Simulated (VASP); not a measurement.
# Au (I4/mmm) in VASP: a series of runs, part 2 of 2

VASP 6.6.1. The steps go on from the part before.

### 3 Single point, PBE (strain +0.040 along x and y, -0.040 along z)

File INCAR:

```
SYSTEM = Au
PREC = Accurate ; ENCUT = 520
EDIFF = 1E-6 ; ISMEAR = 0
SIGMA = 0.15 ; LREAL = .False.
LASPH = .True. ; NELM = 80
ALGO = Normal ; ISIF = 2
LWAVE = .False. ; LCHARG = .True.
GGA = PE ; LELF = .True.
LVHAR = .True. ; NBANDS = 12
```

File KPOINTS:

```
regular mesh
0
Gamma
  20 20 20
  0 0 0
```

File POSCAR:

```
Au
1.0
    0.0000000000      2.1273200000      1.9636800000
    2.1273200000      0.0000000000      1.9636800000
    2.1273200000      2.1273200000      0.0000000000
Au
1
Direct
    0.0000000000      0.0000000000      0.0000000000
```

Potentials or basis: VASP PAW PBE potentials, release 64 (Au).

Run with:

```sh
cat potpaw_PBE.64/Au/POTCAR > POTCAR
mpirun -np 1 vasp_std > vasp.out
```

OUTCAR:

```text
SYSTEM = Au
   PREC = Accurate
   ENCUT = 520
   EDIFF = 1E-6
   ISMEAR = 0
   LREAL = .False.
   LASPH = .True.
   NELM = 80
   ISIF = 2
   GGA = PE

 ion  position               nearest neighbor table
   1  0.000  0.000  0.000-

  LATTYP: Found a body centered tetragonal cell.
 ALAT       =     3.0084847955
 C/A-ratio  =     1.3054279037

  Lattice vectors:

 A1 = (   0.0000000000,  -2.1273200000,  -1.9636800000)
 A2 = (   0.0000000000,   2.1273200000,  -1.9636800000)
 A3 = (   2.1273200000,   0.0000000000,   1.9636800000)

Analysis of symmetry for initial positions (statically):
=====================================================================
 Subroutine PRICEL returns:
 Original cell was already a primitive cell.

 Routine SETGRP: Setting up the symmetry group for a
 body centered tetragonal supercell.

 Subroutine GETGRP returns: Found 16 space group operations
 (whereof 16 operations were pure point group operations)
 out of a pool of 16 trial point group operations.

The static configuration has the point symmetry D_4h.

Analysis of symmetry for dynamics (positions and initial velocities):
=====================================================================
 Subroutine PRICEL returns:
 Original cell was already a primitive cell.

 Routine SETGRP: Setting up the symmetry group for a
 body centered tetragonal supercell.

 Subroutine GETGRP returns: Found 16 space group operations
 (whereof 16 operations were pure point group operations)
 out of a pool of 16 trial point group operations.

The dynamic configuration has the point symmetry D_4h.

 Subroutine INISYM returns: Found 16 space group operations
 (whereof 16 operations are pure point group operations),
 and found     1 'primitive' translations

----------------------------------------------------------------------------------------

                                     Primitive cell

  volume of cell :      17.7732

  direct lattice vectors                    reciprocal lattice vectors
     0.000000000  2.127320000  1.963680000    -0.235037512  0.235037512  0.254623971
     2.127320000  0.000000000  1.963680000     0.235037512 -0.235037512  0.254623971
     2.127320000  2.127320000  0.000000000     0.235037512  0.235037512 -0.254623971

  length of vectors
     2.895087136  2.895087136  3.008484796     0.418710677  0.418710677  0.418710677

  position of ions in fractional coordinates (direct lattice)
     0.000000000  0.000000000  0.000000000

  ion indices of the primitive-cell ions
   primitive index   ion index
                 1           1

----------------------------------------------------------------------------------------

 KPOINTS: regular mesh

Automatic generation of k-mesh.
 Grid dimensions read from file:
 generate k-points for:   20   20   20

 Generating k-lattice:

  Cartesian coordinates                     Fractional coordinates (reciprocal lattice)
    -0.011751876  0.011751876  0.012731199     0.050000000 -0.000000000  0.000000000
     0.011751876 -0.011751876  0.012731199    -0.000000000  0.050000000  0.000000000
     0.011751876  0.011751876 -0.012731199     0.000000000  0.000000000  0.050000000

  Length of vectors
     0.020935534  0.020935534  0.020935534

  Shift w.r.t. Gamma in fractional coordinates (k-lattice)
     0.000000000  0.000000000  0.000000000

 Subroutine IBZKPT returns following result:
 ===========================================

 Found    641 irreducible k-points:

 Following reciprocal coordinates:
            Coordinates               Weight
  0.000000  0.000000  0.000000      1.000000
  0.050000  0.000000  0.000000      8.000000
  0.100000 -0.000000  0.000000      8.000000
  0.150000 -0.000000  0.000000      8.000000
  0.200000 -0.000000  0.000000      8.000000
  0.250000  0.000000  0.000000      8.000000
[... 16 lines left out ...]
 -0.400000  0.050000  0.000000      8.000000
 -0.350000  0.050000  0.000000      8.000000
 [... further k-points ...]
   k-points           NKPTS =    641   k-points in BZ     NKDIM =    641   number of bands    NBANDS=     12
   number of dos      NEDOS =    301   number of ions     NIONS =      1
   total plane-waves  NPLWV =  13824
   dimension x,y,z NGX =    24 NGY =   24 NGZ =   24
   dimension x,y,z NGXF=    48 NGYF=   48 NGZF=   48
   ions per type =               1
   NGX,Y,Z   is equivalent  to a cutoff of  13.78, 13.78, 13.26 a.u.
   NGXF,Y,Z  is equivalent  to a cutoff of  27.56, 27.56, 26.52 a.u.
 SYSTEM =  Au
   PREC   = accura    normal or accurate (medium, high low for compatibility)
   ISTART =      0    job   : 0-new  1-cont  2-samecut
   ICHARG =      2    charge: 1-file 2-atom 10-const
   ISPIN  =      1    spin polarized calculation?
   LNONCOLLINEAR =      F non collinear calculations
   LSORBIT =      F    spin-orbit coupling
   LASPH  =      T    aspherical Exc in radial PAW
   ENCUT  =  520.0 eV  38.22 Ry    6.18 a.u.   5.38  5.38  5.59*2*pi/ulx,y,z
   NELM   =     80;   NELMIN=  2; NELMDL= -5     # of ELM steps
   EDIFF  = 0.1E-05   stopping-criterion for ELM
   LREAL  =      F    real-space projection
   EDIFFG = 0.1E-04   stopping-criterion for IOM
   NSW    =      0    number of steps for IOM
   IBRION =     -1    ionic relax: 0-MD 1-quasi-New 2-CG
   NFREE  =      0    steps in history (QN), initial steepest desc. (CG)
   ISIF   =      2    stress and relaxation
   ISYM   =      2    0-nonsym 1-usesym 2-fastsym
   POTIM  = 0.5000    time-step for ionic-motion
   TEBEG  =    0.0;   TEEND  =   0.0 temperature during run
   PSTRESS=    0.0 pullay stress
   NELECT =      11.0000    total number of electrons
   NUPDOWN=      -1.0000    fix difference up-down
   EMIN   =  10.00;   EMAX   =-10.00  energy-range for DOS
   EFERMI =   0.00;   METHOD = LEGACY
   ISMEAR =     0;   SIGMA  =   0.15  broadening in eV -4-tet -1-fermi 0-gaus
   EFERMI_NEDOS =   21; number of points for ismear=-14 and -15
   IALGO  =     38    algorithm
   IMIX   =      4    mixing-type and parameters
     AMIX     =   0.40;   BMIX     =  1.00
     AMIX_MAG =   1.60;   BMIX_MAG =  1.00
  volume/ion in A,a.u.               =      17.77       119.94
  Fermi-wavevector in a.u.,A,eV,Ry     =   1.395137  2.636427 26.482488  1.946408
  Thomas-Fermi vector in A             =   2.518618
   LORBIT       =      0    0 simple, 1 ext, 2 COOP (PROOUT), +10 PAW based schemes
   GGA     = PE    functional components
   LHFCALC =     F    Hartree Fock is set to
   AEXX    =    0.0000 exact exchange contribution
   IVDW    =     0    specifies the selected vdW correction
   LEPSILON=     F    determine dielectric tensor
   LRPA    =     F    only Hartree local field effects (RPA)
 non-spin polarized calculation
 Gauss-broadening in eV      SIGMA  =   0.15
  energy-cutoff  :      520.00
  volume of cell :       17.77
 maximum number of plane-waves:       499
 NGX is ok and might be reduce to    24
   NGX = 11   NGY = 11   NGZ = 11

 number of electron      11.0000002 magnetization

 Free energy of the ion-electron system (eV)
  ---------------------------------------------------
  ext. energy  EPLUGINS =         0.00000000
  ---------------------------------------------------
  free energy    TOTEN  =        -3.21668011 eV

  energy without entropy =       -3.21292293  energy(sigma->0) =       -3.21480152

 E-fermi :   8.8053     XC(G=0): -12.4659

 val. band max:        8.8035804447   @ k =  -0.3000   0.2500   0.0500
 cond. band min:       8.8060080775   @ k =   0.4500   0.4000   0.0500
 fundamental gap:      0.0024276328
 Fermi energy:         8.8052803419

 k-point     1 :       0.0000    0.0000    0.0000
  band No.  band energies     occupation
      1      -0.6286      2.00000
      2       4.1311      2.00000
      3       4.1311      2.00000
      4       4.7484      2.00000
      5       5.3542      2.00000
      6       6.0247      2.00000
      7      23.4588      0.00000
      8      26.7095      0.00000
      9      26.7095      0.00000
     10      27.9933      0.00000
     11      32.0052      0.00000
     12      35.1518      0.00000
[... 331 lines left out ...]
 k-point    24 :      -0.3500    0.0500    0.0000
  band No.  band energies     occupation
      1       1.8578      2.00000
      2       4.1411      2.00000
      3       4.6713      2.00000
      4       5.4046      2.00000
      5       6.3823      2.00000
      6       6.7073      2.00000
      7      15.3605      0.00000
      8      23.3311      0.00000
      9      26.4094      0.00000
     10      26.4374      0.00000
     11      31.4342      0.00000
     12      31.5825      0.00000

 [... further k-points ...]

------------------------ aborting loop because EDIFF is reached ----------------------------------------

  FORCE on cell =-STRESS in cart. coord.  units (eV):
  Direction    XX          YY          ZZ          XY          YZ          ZX
  --------------------------------------------------------------------------------------
  -------------------------------------------------------------------------------------
  Total        0.1150171      0.1150171      0.2796106      0.0000000     -0.0000000     -0.0000000
  in kB       10.3682802     10.3682802     25.2056516      0.0000000     -0.0000000     -0.0000000
  external PRESSURE =      15.3140706 kB  Pullay stress =       0.0000000 kB

 VOLUME and BASIS-vectors are now :
 -----------------------------------------------------------------------------
  energy-cutoff  :      520.00
  volume of cell :       17.77
      direct lattice vectors                 reciprocal lattice vectors
     0.000000000  2.127320000  1.963680000    -0.235037512  0.235037512  0.254623971
     2.127320000  0.000000000  1.963680000     0.235037512 -0.235037512  0.254623971
     2.127320000  2.127320000  0.000000000     0.235037512  0.235037512 -0.254623971

 POSITION                                       TOTAL-FORCE (eV/Angst)
 -----------------------------------------------------------------------------------
      0.00000      0.00000      0.00000         0.000000      0.000000      0.000000
 -----------------------------------------------------------------------------------
    total drift:                               -0.000000      0.000000      0.000000

  FREE ENERGIE OF THE ION-ELECTRON SYSTEM (eV)
  ---------------------------------------------------
  free  energy   TOTEN  =        -3.2166801144 eV

  energy  without entropy=       -3.2129229266  energy(sigma->0) =       -3.21480152
```

stdout:

```text
POSCAR found type information on POSCAR Au
 POSCAR found :  1 types and       1 ions
 scaLAPACK will be used
 LDA part: xc-table for (Slater+PW92), standard interpolation
 POSCAR, INCAR and KPOINTS ok, starting setup
 FFT: planning ... GRIDC
 FFT: planning ... GRID_SOFT
 FFT: planning ... GRID
 WAVECAR not read
 entering main loop
```

Wall time 32 s (1 thread of Intel Xeon 6975P-C (Granite Rapids), shared host); peak memory 0.25 GiB.

Results:

```yaml
Free_energy: -3.2167 eV
Pressure: 1.5 GPa
```

Stress tensor (GPa, compression positive):
```
1.04 0.00 0.00
0.00 1.04 0.00
0.00 0.00 2.52
```

Caveat: the cell differs from its parent crystal (strain +0.040 along x and y, -0.040 along z); spin-orbit coupling is left out, which moves the levels of the heavy elements.

### 4 Single point, PBE (strain +0.080 along x and y, -0.080 along z)

File INCAR:

```
SYSTEM = Au
PREC = Accurate
ENCUT = 520
EDIFF = 1E-7
ISMEAR = 0
SIGMA = 0.15
LREAL = .False.
LASPH = .True.
NELM = 100
ALGO = Normal
ISIF = 2
LWAVE = .False.
LCHARG = .False.
GGA = PE
NBANDS = 12
```

KPOINTS is that of step 3.

File POSCAR:

```
Au
1.0
    0.0000000000      2.2091400000      1.8818600000
    2.2091400000      0.0000000000      1.8818600000
    2.2091400000      2.2091400000      0.0000000000
Au
1
Direct
    0.0000000000      0.0000000000      0.0000000000
```

Run with:

```sh
cat potpaw_PBE.64/Au/POTCAR > POTCAR
mpirun -np 1 vasp_std > vasp.out
```

Wall time 34 s (1 thread of Intel Xeon 6975P-C (Granite Rapids), shared host); peak memory 0.25 GiB.

It converged, with:

| Quantity | Value |
| --- | --- |
| Free energy | -3.2074 eV |
| Pressure | -2.8 GPa |

Stress tensor (GPa, compression positive):
```
-3.11  0.00  0.00
 0.00 -3.11  0.00
 0.00  0.00 -2.13
```

Levels at points of the mesh, in eV from the Fermi level:
```csv
k point,band 2,band 3,band 4,band 5,band 6,band 7,band 8,band 9,band 10,band 11
"(0.00, 0.00, 0.00)",-4.60,-4.60,-3.71,-3.53,-2.56,14.97,17.41,17.41,19.90,23.27
"(0.50, 0.00, 0.00)",-4.94,-3.72,-2.31,-1.65,-0.57,2.78,13.33,14.93,19.33,22.40
"(0.50, 0.50, 0.00)",-6.15,-1.96,-1.66,-1.66,3.19,7.46,8.04,8.04,15.02,17.12
"(0.50, 0.00, 0.50)",-6.02,-2.20,-2.16,-1.39,0.43,4.15,10.76,11.08,17.76,19.74
```

Caveat: the cell differs from its parent crystal (strain +0.080 along x and y, -0.080 along z); spin-orbit coupling is left out, which moves the levels of the heavy elements.

### 5 Summary

```csv
cell,gap on the mesh (eV),pressure (GPa)
"a = 2.840, b = 2.840, c = 3.008 Å, angles 58.0, 58.0, 64.0°, 1 atom",none,8.8
"a = 2.895, b = 2.895, c = 3.008 Å, angles 58.7, 58.7, 62.6°, 1 atom",none,1.5
"a = 2.902, b = 2.902, c = 3.124 Å, angles 57.4, 57.4, 65.1°, 1 atom",none,-2.8
```

Alike in all rows: task single point; level PBE; potentials or basis VASP PAW PBE potentials, release 64 (Au); no spin polarisation; k mesh 20 × 20 × 20; cutoff (eV) 520; smearing gaussian 0.15 eV.

Caveats: spin-orbit coupling is left out, which moves the levels of the heavy elements.

Absolute energies hang on the potentials; compare differences alone.
